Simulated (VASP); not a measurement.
# V (Im-3m) in VASP: single point with PBE

Aim: the single point of V with PBE.

Program: VASP 6.6.1. These are calculated values, not measurements. Logs are shortened: lines on timing, memory, paths and dates and some standing lists are left out, and cuts for length are marked.

### Step 1. The cell of the first run

The structure is cubic, space group Im-3m (No. 229). The conventional cell has a = 2.997 Å, b = 2.997 Å, c = 2.997 Å, α = 90.00°, β = 90.00°, γ = 90.00°. Within 3.4 Å of V (site symmetry m-3m) lie 14 V at 2.60 to 3.00 Å.

### Step 2. Single point, PBE

File INCAR:

```
SYSTEM = V
PREC = Accurate ; ENCUT = 520
EDIFF = 1E-6 ; ISMEAR = 0
SIGMA = 0.1 ; LREAL = .False.
LASPH = .True. ; NELM = 100
ALGO = Fast ; ISIF = 2
LWAVE = .False. ; LCHARG = .False.
GGA = PE ; NBANDS = 12
```

File KPOINTS:

```
regular mesh
0
Gamma
  20 20 20
  0 0 0
```

File POSCAR:

```
V
1.0
   -1.4986106536      1.4986106536      1.4986106536
    1.4986106536     -1.4986106536      1.4986106536
    1.4986106536      1.4986106536     -1.4986106536
V
1
Direct
    0.0000000000      0.0000000000      0.0000000000
```

Potentials or basis: VASP PAW PBE potentials, release 64 (V_sv).

Run with:

```bash
cat potpaw_PBE.64/V_sv/POTCAR > POTCAR
mpirun -np 1 vasp_std > vasp.out
```

OUTCAR:

```text
SYSTEM = V
   PREC = Accurate
   ENCUT = 520
   EDIFF = 1E-6
   ISMEAR = 0
   LREAL = .False.
   LASPH = .True.
   NELM = 100
   ISIF = 2
   GGA = PE

 ion  position               nearest neighbor table
   1  0.000  0.000  0.000-

  LATTYP: Found a body centered cubic cell.
 ALAT       =     2.9972213072

  Lattice vectors:

 A1 = (  -1.4986106536,   1.4986106536,   1.4986106536)
 A2 = (   1.4986106536,  -1.4986106536,   1.4986106536)
 A3 = (   1.4986106536,   1.4986106536,  -1.4986106536)

Analysis of symmetry for initial positions (statically):
=====================================================================
 Subroutine PRICEL returns:
 Original cell was already a primitive cell.

 Routine SETGRP: Setting up the symmetry group for a
 body centered cubic supercell.

 Subroutine GETGRP returns: Found 48 space group operations
 (whereof 48 operations were pure point group operations)
 out of a pool of 48 trial point group operations.

The static configuration has the point symmetry O_h .

Analysis of symmetry for dynamics (positions and initial velocities):
=====================================================================
 Subroutine PRICEL returns:
 Original cell was already a primitive cell.

 Routine SETGRP: Setting up the symmetry group for a
 body centered cubic supercell.

 Subroutine GETGRP returns: Found 48 space group operations
 (whereof 48 operations were pure point group operations)
 out of a pool of 48 trial point group operations.

The dynamic configuration has the point symmetry O_h .

 Subroutine INISYM returns: Found 48 space group operations
 (whereof 48 operations are pure point group operations),
 and found     1 'primitive' translations

----------------------------------------------------------------------------------------

                                     Primitive cell

  volume of cell :      13.4625

  direct lattice vectors                    reciprocal lattice vectors
    -1.498610654  1.498610654  1.498610654     0.000000000  0.333642363  0.333642363
     1.498610654 -1.498610654  1.498610654     0.333642363  0.000000000  0.333642363
     1.498610654  1.498610654 -1.498610654     0.333642363  0.333642363  0.000000000

  length of vectors
     2.595669793  2.595669793  2.595669793     0.471841555  0.471841555  0.471841555

  position of ions in fractional coordinates (direct lattice)
     0.000000000  0.000000000  0.000000000

  ion indices of the primitive-cell ions
   primitive index   ion index
                 1           1

----------------------------------------------------------------------------------------

 KPOINTS: regular mesh

Automatic generation of k-mesh.
 Grid dimensions read from file:
 generate k-points for:   20   20   20

 Generating k-lattice:

  Cartesian coordinates                     Fractional coordinates (reciprocal lattice)
     0.000000000  0.016682118  0.016682118     0.050000000  0.000000000  0.000000000
     0.016682118  0.000000000  0.016682118     0.000000000  0.050000000  0.000000000
     0.016682118  0.016682118  0.000000000     0.000000000  0.000000000  0.050000000

  Length of vectors
     0.023592078  0.023592078  0.023592078

  Shift w.r.t. Gamma in fractional coordinates (k-lattice)
     0.000000000  0.000000000  0.000000000

 Subroutine IBZKPT returns following result:
 ===========================================

 Found    256 irreducible k-points:

 Following reciprocal coordinates:
            Coordinates               Weight
  0.000000  0.000000  0.000000      1.000000
  0.050000  0.000000  0.000000     12.000000
  0.100000  0.000000  0.000000     12.000000
  0.150000  0.000000  0.000000     12.000000
  0.200000  0.000000  0.000000     12.000000
  0.250000  0.000000  0.000000     12.000000
[... 16 lines left out ...]
  0.200000  0.100000 -0.000000     48.000000
  0.250000  0.100000  0.000000     48.000000
 [... further k-points ...]
   k-points           NKPTS =    256   k-points in BZ     NKDIM =    256   number of bands    NBANDS=     12
   number of dos      NEDOS =    301   number of ions     NIONS =      1
   total plane-waves  NPLWV =   8000
   dimension x,y,z NGX =    20 NGY =   20 NGZ =   20
   dimension x,y,z NGXF=    40 NGYF=   40 NGZF=   40
   ions per type =               1
   NGX,Y,Z   is equivalent  to a cutoff of  12.81, 12.81, 12.81 a.u.
   NGXF,Y,Z  is equivalent  to a cutoff of  25.62, 25.62, 25.62 a.u.
 SYSTEM =  V
   PREC   = accura    normal or accurate (medium, high low for compatibility)
   ISTART =      0    job   : 0-new  1-cont  2-samecut
   ICHARG =      2    charge: 1-file 2-atom 10-const
   ISPIN  =      1    spin polarized calculation?
   LNONCOLLINEAR =      F non collinear calculations
   LSORBIT =      F    spin-orbit coupling
   LASPH  =      T    aspherical Exc in radial PAW
   ENCUT  =  520.0 eV  38.22 Ry    6.18 a.u.   4.83  4.83  4.83*2*pi/ulx,y,z
   NELM   =    100;   NELMIN=  2; NELMDL= -5     # of ELM steps
   EDIFF  = 0.1E-05   stopping-criterion for ELM
   LREAL  =      F    real-space projection
   EDIFFG = 0.1E-04   stopping-criterion for IOM
   NSW    =      0    number of steps for IOM
   IBRION =     -1    ionic relax: 0-MD 1-quasi-New 2-CG
   NFREE  =      0    steps in history (QN), initial steepest desc. (CG)
   ISIF   =      2    stress and relaxation
   ISYM   =      2    0-nonsym 1-usesym 2-fastsym
   POTIM  = 0.5000    time-step for ionic-motion
   TEBEG  =    0.0;   TEEND  =   0.0 temperature during run
   PSTRESS=    0.0 pullay stress
   NELECT =      13.0000    total number of electrons
   NUPDOWN=      -1.0000    fix difference up-down
   EMIN   =  10.00;   EMAX   =-10.00  energy-range for DOS
   EFERMI =   0.00;   METHOD = LEGACY
   ISMEAR =     0;   SIGMA  =   0.10  broadening in eV -4-tet -1-fermi 0-gaus
   EFERMI_NEDOS =   21; number of points for ismear=-14 and -15
   IALGO  =     68    algorithm
   IMIX   =      4    mixing-type and parameters
     AMIX     =   0.40;   BMIX     =  1.00
     AMIX_MAG =   1.60;   BMIX_MAG =  1.00
  volume/ion in A,a.u.               =      13.46        90.85
  Fermi-wavevector in a.u.,A,eV,Ry     =   1.618131  3.057825 35.624807  2.618349
  Thomas-Fermi vector in A             =   2.712444
   LORBIT       =      0    0 simple, 1 ext, 2 COOP (PROOUT), +10 PAW based schemes
   GGA     = PE    functional components
   LHFCALC =     F    Hartree Fock is set to
   AEXX    =    0.0000 exact exchange contribution
   IVDW    =     0    specifies the selected vdW correction
   LEPSILON=     F    determine dielectric tensor
   LRPA    =     F    only Hartree local field effects (RPA)
 non-spin polarized calculation
 RMM-DIIS sequential band-by-band and
 Gauss-broadening in eV      SIGMA  =   0.10
  energy-cutoff  :      520.00
  volume of cell :       13.46
 maximum number of plane-waves:       374
   NGX =  9   NGY =  9   NGZ =  9

 number of electron      12.9999990 magnetization

 Free energy of the ion-electron system (eV)
  ---------------------------------------------------
  ext. energy  EPLUGINS =         0.00000000
  ---------------------------------------------------
  free energy    TOTEN  =        -8.99675911 eV

  energy without entropy =       -8.98798525  energy(sigma->0) =       -8.99237218

 E-fermi :   9.7095     XC(G=0): -12.9080

 val. band max:        9.7081492859   @ k =  -0.3000   0.3000   0.1500
 cond. band min:       9.7120090154   @ k =   0.1000   0.0500   0.0500
 fundamental gap:      0.0038597296
 Fermi energy:         9.7095107439

 k-point     1 :       0.0000    0.0000    0.0000
  band No.  band energies     occupation
      1     -54.0099      2.00000
      2     -27.3096      2.00000
      3     -27.3096      2.00000
      4     -27.3096      2.00000
      5       3.1258      2.00000
      6      10.1228      0.00000
      7      10.1228      0.00000
      8      10.1228      0.00000
      9      12.1333      0.00000
     10      12.1333      0.00000
     11      30.2050      0.00000
     12      30.2050      0.00000

 k-point     2 :       0.0500    0.0000    0.0000
  band No.  band energies     occupation
      1     -54.0051      2.00000
      2     -27.3326      2.00000
      3     -27.3166      2.00000
      4     -27.3097      2.00000
      5       3.2273      2.00000
      6      10.0794      0.00000
      7      10.1142      0.00000
      8      10.1950      0.00000
      9      12.0822      0.00000
     10      12.1360      0.00000
     11      30.0253      0.00000
     12      30.1971      0.00000

 k-point     3 :       0.1000    0.0000    0.0000
  band No.  band energies     occupation
      1     -53.9912      2.00000
      2     -27.3991      2.00000
      3     -27.3369      2.00000
      4     -27.3102      2.00000
      5       3.5250      2.00000
      6       9.9555      0.00050
      7      10.0768      0.00000
      8      10.4078      0.00000
      9      11.9575      0.00000
     10      12.1454      0.00000
     11      29.4835      0.00000
     12      30.0966      0.00000

 k-point     4 :       0.1500    0.0000    0.0000
  band No.  band energies     occupation
      1     -53.9696      2.00000
      2     -27.5019      2.00000
      3     -27.3685      2.00000
      4     -27.3109      2.00000
      5       3.9975      2.00000
      6       9.7680      0.40817
      7       9.9849      0.00010
      8      10.7504      0.00000
      9      11.8313      0.00000
     10      12.1649      0.00000
     11      28.5745      0.00000
     12      29.7546      0.00000

 k-point     5 :       0.2000    0.0000    0.0000
  band No.  band energies     occupation
      1     -53.9422      2.00000
      2     -27.6298      2.00000
      3     -27.4080      2.00000
      4     -27.3118      2.00000
      5       4.6039      2.00000
      6       9.5408      1.98299
      7       9.8343      0.07770
      8      11.2037      0.00000
      9      11.7748      0.00000
     10      12.1978      0.00000
     11      27.3279      0.00000
     12      29.1172      0.00000
[... 228 lines left out ...]
      1     -53.9574      2.00000
      2     -27.5572      2.00000
      3     -27.3680      2.00000
      4     -27.3315      2.00000
      5       4.2714      2.00000
      6       9.7373      0.69396
      7       9.8134      0.14188
      8      10.9990      0.00000
      9      11.7203      0.00000
     10      12.2309      0.00000
     11      28.3061      0.00000
     12      29.2464      0.00000

 k-point    22 :       0.1500    0.1000    0.0000
  band No.  band energies     occupation
      1     -53.9313      2.00000
      2     -27.6719      2.00000
      3     -27.4063      2.00000
      4     -27.3382      2.00000
      5       4.8632      2.00000
      6       9.5302      1.98876
      7       9.6345      1.71141
      8      11.4739      0.00000
      9      11.6486      0.00000
     10      12.3011      0.00000
     11      27.2845      0.00000
     12      28.4055      0.00000

 k-point    23 :       0.2000    0.1000   -0.0000
  band No.  band energies     occupation
      1     -53.9022      2.00000
      2     -27.7955      2.00000
      3     -27.4546      2.00000
      4     -27.3417      2.00000
      5       5.5223      2.00000
      6       9.2880      2.00000
      7       9.4795      1.99886
      8      11.6612      0.00000
      9      12.0372      0.00000
     10      12.3781      0.00000
     11      25.9005      0.00000
     12      27.5729      0.00000

 k-point    24 :       0.2500    0.1000    0.0000
  band No.  band energies     occupation
      1     -53.8730      2.00000
      2     -27.9165      2.00000
      3     -27.5046      2.00000
      4     -27.3441      2.00000
      5       6.1357      2.00000
      6       9.0602      2.00000
      7       9.4357      1.99989
      8      11.7573      0.00000
      9      12.4196      0.00000
     10      12.6804      0.00000
     11      24.3230      0.00000
     12      26.8105      0.00000

 [... further k-points ...]

------------------------ aborting loop because EDIFF is reached ----------------------------------------

  FORCE on cell =-STRESS in cart. coord.  units (eV):
  Direction    XX          YY          ZZ          XY          YZ          ZX
  --------------------------------------------------------------------------------------
  -------------------------------------------------------------------------------------
  Total        0.0293898      0.0293898      0.0293898     -0.0000000     -0.0000000      0.0000000
  in kB        3.4976863      3.4976863      3.4976863     -0.0000000     -0.0000000      0.0000000
  external PRESSURE =       3.4976863 kB  Pullay stress =       0.0000000 kB

 VOLUME and BASIS-vectors are now :
 -----------------------------------------------------------------------------
  energy-cutoff  :      520.00
  volume of cell :       13.46
      direct lattice vectors                 reciprocal lattice vectors
    -1.498610654  1.498610654  1.498610654     0.000000000  0.333642363  0.333642363
     1.498610654 -1.498610654  1.498610654     0.333642363  0.000000000  0.333642363
     1.498610654  1.498610654 -1.498610654     0.333642363  0.333642363  0.000000000

 POSITION                                       TOTAL-FORCE (eV/Angst)
 -----------------------------------------------------------------------------------
      0.00000      0.00000      0.00000        -0.000000     -0.000000      0.000000
 -----------------------------------------------------------------------------------
    total drift:                                0.000000     -0.000000      0.000000

  FREE ENERGIE OF THE ION-ELECTRON SYSTEM (eV)
  ---------------------------------------------------
  free  energy   TOTEN  =        -8.9967591054 eV

  energy  without entropy=       -8.9879852499  energy(sigma->0) =       -8.99237218
```

Wall time 30 s (1 thread of AMD EPYC 7R13 (Zen 3), shared host); peak memory 0.12 GiB.

What came out:

```yaml
Free_energy: -8.9968 eV
Pressure: 0.3 GPa
```
